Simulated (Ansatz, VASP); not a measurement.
One calculation of Ag, two programs

```
CELL_PARAMETERS angstrom
0.00000 2.14526 1.99202
2.14526 0.00000 1.99202
2.14526 2.14526 0.00000
ATOMIC_POSITIONS crystal
Ag 0.00000 0.00000 0.00000
```

Change from the starting cell: strain +0.050 along x and y, -0.025 along z, atoms carried along.

Alike in both runs: task single point; functional PBE; k mesh 20 × 20 × 20; occupations gaussian, width 0.15 eV; no spin polarisation.

|  | VASP | Ansatz |
| --- | --- | --- |
| version | VASP 6.6.1 | Ansatz 0.2.0 |
| potentials or method | VASP PAW PBE potentials, release 64 (Ag), cutoff 520 eV | scalar-relativistic, plane waves, PAW |
| valence electrons in the cell | 11 | 19 |

VASP gave:

```
gap on the k mesh at the Fermi level (eV)                     : none
pressure (GPa)                                                : -2.3
traceless stress, the component that is largest in VASP (GPa) : 1.17
```

Q: Estimate Ansatz's values.

A: gap on the k mesh at the Fermi level (eV): none; pressure (GPa): -2.2; traceless stress, the component that is largest in VASP (GPa): 1.18.

A gap of «none» marks a metal or a gap that the smearing closes. The functional is the same, so the differences come from potentials, cutoffs and numerics. VASP's potentials hold 11 valence electrons a cell and Ansatz's 19, so a difference there can come from the potentials and not from the codes.
